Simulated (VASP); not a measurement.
Runs of VASP 6.6.1 on CdO. The structure is that of space group Fm-3m (No. 225), or close to it. The cells are those of the table. 

```csv
level,cell,k mesh,cutoff (eV),gap on the mesh (eV),pressure (GPa)
r2SCAN,"a = 3.328 Å, angles 60.0°, 2 atoms",8 × 8 × 8,770,0.10,-0.4
r2SCAN,"a = 3.294 Å, angles 60.0°, 2 atoms",8 × 8 × 8,770,0.17,4.4
r2SCAN,"a = 3.328 Å, angles 60.0°, 2 atoms",10 × 10 × 10,770,0.10,-0.4
PBE,"a = 3.337 Å, angles 60.0°, 2 atoms",8 × 8 × 8,700,none,3.9
PBE,"a = 3.328 Å, angles 60.0°, 2 atoms",10 × 10 × 10,700,none,5.2
r2SCAN,"a = 3.260 Å, angles 60.0°, 2 atoms",8 × 8 × 8,770,0.24,(a)
r2SCAN,"a = 3.393 Å, angles 60.0°, 2 atoms",8 × 8 × 8,770,none,(b)
```

Alike in all rows: task single point; potentials or basis VASP PAW PBE potentials, release 64 (Cd_sv_GW, O); no spin polarisation; smearing fermi-dirac 0.02 eV.

Fill in the values left out.

(a) 10.2; (b) -7.9.

Caveats: semilocal functionals underestimate gaps, and a narrow one can read as zero; the PAW data sets were made with another functional, which shifts forces and pressure a little (at least some runs); the cell stands under pressure (at least some runs); the cell stands under tension (at least some runs).

A k mesh can miss the band edges, and the runs leave out spin-orbit coupling on Cd.

A gap of «none» marks levels without a gap at the run's occupations.
